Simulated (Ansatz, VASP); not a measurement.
# Rh: VASP beside Ansatz

```
CELL_PARAMETERS angstrom
0.00000 1.97709 1.97709
1.97709 0.00000 1.97709
1.97709 1.97709 0.00000
ATOMIC_POSITIONS crystal
Rh 0.00000 0.00000 0.00000
```

Alike in both runs: task single point; functional RPBE; k mesh 23 × 23 × 23; occupations fermi-dirac, width 0.05 eV; collinear spin.

|  | VASP | Ansatz |
| --- | --- | --- |
| version | VASP 6.6.1 | Ansatz 0.2.0 |
| potentials or method | VASP PAW PBE potentials, release 64 (Rh_pv), cutoff 520 eV | plane waves (420 eV) with PAW, scalar-relativistic |
| valence electrons in the cell | 15 | 17 |

Ansatz gave:

| Item | Value |
| --- | --- |
| pressure (GPa) | -14.9 |
| net moment per atom (μB) | 0.00 |

**Question.** Which values does VASP return?

**Answer.** Pressure (GPa): -14.8; net moment per atom (μB): 0.00.

VASP's potentials were made for PBE, not for RPBE. VASP's potentials hold 15 valence electrons a cell and Ansatz's 17, so a difference there can come from the potentials and not from the codes. Ansatz's warnings: seeded moment not kept.
